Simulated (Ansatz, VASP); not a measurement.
**Hf: VASP beside Ansatz**

File INCAR:

```
SYSTEM = Hf
ALGO = Normal
EDIFF = 1E-7
ENCUT = 520
GGA = RE
ISIF = 2
ISMEAR = -1
LASPH = .TRUE.
LCHARG = .FALSE.
LREAL = .FALSE.
LWAVE = .FALSE.
NBANDS = 17
NELM = 100
PREC = Accurate
SIGMA = 0.1
```

File KPOINTS:

```
k-points
0
G
  18 18 10
  0 0 0
```

Contents of POSCAR:

```
Hf
1.0
    3.2677188626      0.0000000000      0.0000000000
   -1.6338594313      2.8299275474      0.0000000000
    0.0000000000      0.0000000000      5.1728587800
Hf
2
Direct
    0.3333333333      0.6666666667      0.2500000000
    0.6666666667      0.3333333333      0.7500000000
```

Input for Ansatz:

```yaml
crystal:
  lattice:
    - [3.2677188626, 0.0, 0.0]
    - [-1.6338594313, 2.8299275474, 0.0]
    - [0.0, 0.0, 5.17285878]
  atoms:
    - { symbol: Hf, position: [0.3333333333, 0.6666666667, 0.25] }
    - { symbol: Hf, position: [0.6666666667, 0.3333333333, 0.75] }
hamiltonian:
  xc: revpbe
  pseudopotentials:
    kind: paw
    azcp:
      Hf: "pseudopotentials/Hf.paw.azcp"
basis:
  ecutwfc: 420
  fft_grid_basis: typed
kpoints:
  mp_grid: { grid: [18, 18, 10], shift: [0, 0, 0] }
magnetization:
  spin_polarized: false
scf:
  occupations: { method: fermi_dirac, width: 0.1 }
output:
  stress: true
```

Alike in both runs: task single point; functional revPBE; k mesh 18 × 18 × 10; occupations fermi-dirac, width 0.1 eV; no spin polarisation.

|  | VASP | Ansatz |
| --- | --- | --- |
| version | VASP 6.6.1 | Ansatz 0.2.0 |
| potentials or method | VASP PAW PBE potentials, release 64 (Hf_pv), cutoff 520 eV | plane waves (420 eV) with PAW, scalar-relativistic |
| valence electrons in the cell | 20 | 52 |

```csv
,VASP,Ansatz,Ansatz less VASP
pressure (GPa),-4.3,-3.8,+0.46
"traceless stress, the component that is largest in VASP (GPa)",-0.15,-0.09,+0.059
```

VASP's potentials were made for PBE, not for revPBE. VASP's potentials hold 20 valence electrons a cell and Ansatz's 52, so a difference there can come from the potentials and not from the codes.

Spin-orbit coupling is off throughout.
